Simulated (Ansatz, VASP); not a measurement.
**NiO2 in VASP and in Ansatz**

File INCAR:

```
SYSTEM = NiO2
ALGO = Normal
EDIFF = 1E-6
ENCUT = 520
GGA = PS
ISIF = 2
ISMEAR = 0
LASPH = .True.
LCHARG = .False.
LREAL = .False.
LWAVE = .False.
NBANDS = 18
NELM = 80
PREC = Accurate
SIGMA = 0.05
```

Contents of KPOINTS:

```
k-points
0
Gamma
  12 12 6
  0 0 0
```

File POSCAR:

```
NiO2
1.0
    2.7396061943      0.0000000000      0.0000000000
   -1.3698030971      2.3725685606      0.0000000000
    0.0000000000      0.0000000000      5.0402184517
Ni O
1 2
Direct
    0.0000000000      0.0000000000      0.5000000000
    0.6666666667      0.3333333333      0.6912080179
    0.3333333333      0.6666666667      0.3087919821
```

Input for Ansatz:

```yaml
crystal:
  lattice:
    - [2.7396061943, 0.0, 0.0]
    - [-1.3698030971, 2.3725685606, 0.0]
    - [0.0, 0.0, 5.0402184517]
  atoms:
    - { symbol: Ni, position: [0.0, 0.0, 0.5] }
    - { symbol: O, position: [0.6666666667, 0.3333333333, 0.6912080179] }
    - { symbol: O, position: [0.3333333333, 0.6666666667, 0.3087919821] }
basis:
  ecutwfc: 420
kpoints:
  mp_grid: { grid: [12, 12, 6] }
hamiltonian:
  xc: pbesol
scf:
  occupations: { method: gaussian, width: 0.05 }
output:
  forces: true
  stress: true
  eigenvalues: true
```

Alike in both runs: task single point; functional PBEsol; k mesh 12 × 12 × 6; occupations gaussian, width 0.05 eV; no spin polarisation.

|  | VASP | Ansatz |
| --- | --- | --- |
| version | VASP 6.6.1 | Ansatz 0.2.0 |
| potentials or method | VASP PAW PBE potentials, release 64 (Ni, O), cutoff 520 eV | scalar-relativistic, plane waves, PAW |
| valence electrons in the cell | 22 | 30 |

VASP gave:

| Property | Result |
| --- | --- |
| gap on the k mesh at the Fermi level (eV) | 1.11 |
| least direct gap on the mesh (eV) | 1.31 |
| pressure (GPa) | 3.5 |
| traceless stress, the component that is largest in VASP (GPa) | -4.81 |
| rms of the force components (eV/Å) | 0.053 |

What did Ansatz give for the same quantities?

gap on the k mesh at the Fermi level (eV): 1.14; least direct gap on the mesh (eV): 1.33; pressure (GPa): 2.8; traceless stress, the component that is largest in VASP (GPa): -4.60; rms of the force components (eV/Å): 0.090.

VASP's potentials were made for PBE, not for PBEsol. Atom by atom the forces differ by 0.036 eV/Å (rms over components). VASP's potentials hold 22 valence electrons a cell and Ansatz's 30, so a difference there can come from the potentials and not from the codes.
